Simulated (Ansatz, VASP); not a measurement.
## Two plane-wave programs on BAs

The input INCAR:

```
PREC = Accurate
ENCUT = 520
EDIFF = 1E-6
ISMEAR = -1
SIGMA = 0.05
LREAL = F
LASPH = T
NELM = 60
ALGO = Normal
ISIF = 2
LWAVE = F
LCHARG = F
GGA = PE
ALDAC = 0.0
AGGAC = 0.0
NBANDS = 11
```

Contents of KPOINTS:

```
Automatic mesh
0
Gamma
  10 10 10
```

POSCAR

```
BAs
1.0
    0.0000000000      2.4043183418      2.4043183418
    2.4043183418      0.0000000000      2.4043183418
    2.4043183418      2.4043183418      0.0000000000
As B
1 1
Direct
    0.7500000000      0.7500000000      0.7500000000
    0.0000000000      0.0000000000      0.0000000000
```

File input.yaml:

```yaml
crystal:
  lattice:
    - [0.0, 2.4043183418, 2.4043183418]
    - [2.4043183418, 0.0, 2.4043183418]
    - [2.4043183418, 2.4043183418, 0.0]
  atoms:
    - { symbol: As, position: [0.75, 0.75, 0.75] }
    - { symbol: B, position: [0.0, 0.0, 0.0] }
hamiltonian:
  xc: { exchange: pbe, correlation: none }
  pseudopotentials: { kind: paw }
kpoints:
  mp_grid: { grid: [10, 10, 10] }
scf:
  occupations: { method: fermi_dirac, width: 0.05 }
output:
  forces: true
  stress: true
  eigenvalues: true
```

Alike in both runs: task single point; functional PBE exchange alone; k mesh 10 × 10 × 10; occupations fermi-dirac, width 0.05 eV; no spin polarisation.

|  | VASP | Ansatz |
| --- | --- | --- |
| version | VASP 6.6.1 | Ansatz 0.2.0 |
| potentials or method | VASP PAW PBE potentials, release 64 (As, B) | Ansatz PAW |
| plane-wave cutoff (eV) | 520 | 420 |
| valence electrons in the cell | 8 | 18 |

Ansatz gave:

- gap on the k mesh at the Fermi level (eV): 1.43
- least direct gap on the mesh (eV): 3.33
- pressure (GPa): 14.1

Task: Estimate VASP's values.

Result: gap on the k mesh at the Fermi level (eV): 1.42; least direct gap on the mesh (eV): 3.33; pressure (GPa): 14.8.

VASP's potentials were made for PBE, not for PBE exchange alone. With one functional, cell and mesh, what is left measures potentials, basis and numerics. VASP's potentials hold 8 valence electrons a cell and Ansatz's 18, so a difference there can come from the potentials and not from the codes.
